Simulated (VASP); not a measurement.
A run of VASP 6.6.1 is set up as follows.

POSCAR

```
Al2Cu
1.0
   -2.9988978300      2.9988978300      2.3927372900
    2.9988978300     -2.9988978300      2.3927372900
    2.9988978300      2.9988978300     -2.3927372900
Al Cu
4 2
Direct
    0.3413930800      0.1586069200      0.5000000000
    0.1586069200      0.6586069200      0.8172138400
    0.8413930800      0.3413930800      0.1827861600
    0.6586069200      0.8413930800      0.5000000000
    0.7500000000      0.7500000000      0.0000000000
    0.2500000000      0.2500000000      0.0000000000
```

INCAR.step1

```
SYSTEM = Al2Cu
  ALGO = Normal
  EDIFF = 1E-4
  ENCUT = 520
  GGA = PE
  ISMEAR = 0
  LASPH = .TRUE.
  LCHARG = .FALSE.
  LREAL = .FALSE.
  LWAVE = .TRUE.
  NBANDS = 26
  NELM = 100
  PREC = Accurate
  SIGMA = 0.1
```

INCAR.step2

```
SYSTEM = Al2Cu
  ALGO = Normal
  EDIFF = 1E-6
  ENCUT = 520
  ISIF = 2
  ISMEAR = 0
  ISTART = 1
  LASPH = .TRUE.
  LCHARG = .FALSE.
  LMIXTAU = .TRUE.
  LREAL = .FALSE.
  LWAVE = .FALSE.
  METAGGA = R2SCAN
  NBANDS = 26
  NELM = 100
  PREC = Accurate
  SIGMA = 0.1
```

KPOINTS

```
k-points
0
G
  6 6 6
  0 0 0
```

Potentials or basis: VASP PAW PBE potentials, release 64 (Al, Cu).

Launch:

```console
$ cat potpaw_PBE.64/Al/POTCAR potpaw_PBE.64/Cu/POTCAR > POTCAR
$ cp INCAR.step1 INCAR
$ mpirun -np 1 vasp_std > vasp.out
$ cp INCAR.step2 INCAR
$ mpirun -np 1 vasp_std > vasp.out
```

(1) Estimate the largest force.

(2) What does it give for the band gap on the k mesh?

(3) Estimate the pressure.

Results:

(1) 0.043 eV/Å.

(2) zero (band 17 reaches 11.19 eV, above the bottom of band 18 at 6.71 eV).

(3) 0.2 GPa.

Caveat: the PAW data sets were made with another functional, which shifts forces and pressure a little.
